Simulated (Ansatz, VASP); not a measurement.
# One calculation of SrTiO3, two programs

File INCAR:

```
SYSTEM = SrTiO3
ALGO     = Normal         ! electronic algorithm
EDIFF    = 1E-6           ! SCF threshold, eV
ENCUT    = 520            ! plane-wave cutoff, eV
GGA      = PE             ! functional
ISIF     = 2              ! what is computed and relaxed
ISMEAR   = 0              ! smearing method
LASPH    = .True.         ! aspherical terms in the spheres
LCHARG   = .False.        ! write CHGCAR
LREAL    = .False.        ! projectors in reciprocal space
LWAVE    = .False.        ! write WAVECAR
NBANDS   = 28             ! bands
NELM     = 60             ! most SCF steps
PREC     = Accurate       ! precision mode
SIGMA    = 0.05           ! smearing width, eV
```

The input KPOINTS:

```
k-points
0
Gamma
  8 8 8
  0 0 0
```

File POSCAR:

```
SrTiO3
1.0
    3.9364094381      0.0000000000      0.0000000000
    0.0000000000      3.9364094381      0.0000000000
    0.0000000000      0.0000000000      3.9364094381
Sr Ti O
1 1 3
Direct
    0.0613197655      0.0000000000      0.0000000000
    0.4332907248      0.5000000000      0.5000000000
   -0.0351657895      0.5000000000      0.5000000000
    0.4494641067      0.0000000000      0.5000000000
    0.4494641067      0.5000000000      0.0000000000
```

Input for Ansatz:

```yaml
crystal:
  lattice:
    - [3.9364094381, 0.0, 0.0]
    - [0.0, 3.9364094381, 0.0]
    - [0.0, 0.0, 3.9364094381]
  atoms:
    - { symbol: Sr, position: [0.0613197655, 0.0, 0.0] }
    - { symbol: Ti, position: [0.4332907248, 0.5, 0.5] }
    - { symbol: O, position: [-0.0351657895, 0.5, 0.5] }
    - { symbol: O, position: [0.4494641067, 0.0, 0.5] }
    - { symbol: O, position: [0.4494641067, 0.5, 0.0] }
basis:
  ecutwfc: 520.0
kpoints:
  mp_grid: { grid: [8, 8, 8] }
hamiltonian:
  xc: pbe
  pseudopotentials: { kind: paw, azcp: { folder: soft_1 } }
scf:
  occupations: { method: gaussian, width: 0.05 }
output:
  forces: true
  stress: true
  eigenvalues: true
```

Change from the starting cell: mode 1 frozen in at -0.038 Å and mode 7 at +0.288 Å (largest displacements).

Alike in both runs: task single point; functional PBE; k mesh 8 × 8 × 8; occupations gaussian, width 0.05 eV; no spin polarisation.

|  | VASP | Ansatz |
| --- | --- | --- |
| version | VASP 6.6.1 | Ansatz 0.2.0 |
| potentials or method | VASP PAW PBE potentials, release 64 (Sr_sv, Ti_sv, O), cutoff 520 eV | scalar-relativistic, plane waves, PAW |
| valence electrons in the cell | 40 | 40 |

|  | VASP | Ansatz | Ansatz less VASP |
| --- | --- | --- | --- |
| gap on the k mesh at the Fermi level (eV) | 1.75 | 1.78 | +0.031 |
| least direct gap on the mesh (eV) | 2.20 | 2.22 | +0.018 |
| pressure (GPa) | 6.7 | 5.9 | -0.75 |
| traceless stress, the component that is largest in VASP (GPa) | 0.08 | 0.07 | -0.009 |
| rms of the force components (eV/Å) | 0.632 | 0.602 | -0.0305 |

Atom by atom the forces differ by 0.035 eV/Å (rms over components). With one functional, cell and mesh, what is left measures potentials, basis and numerics.
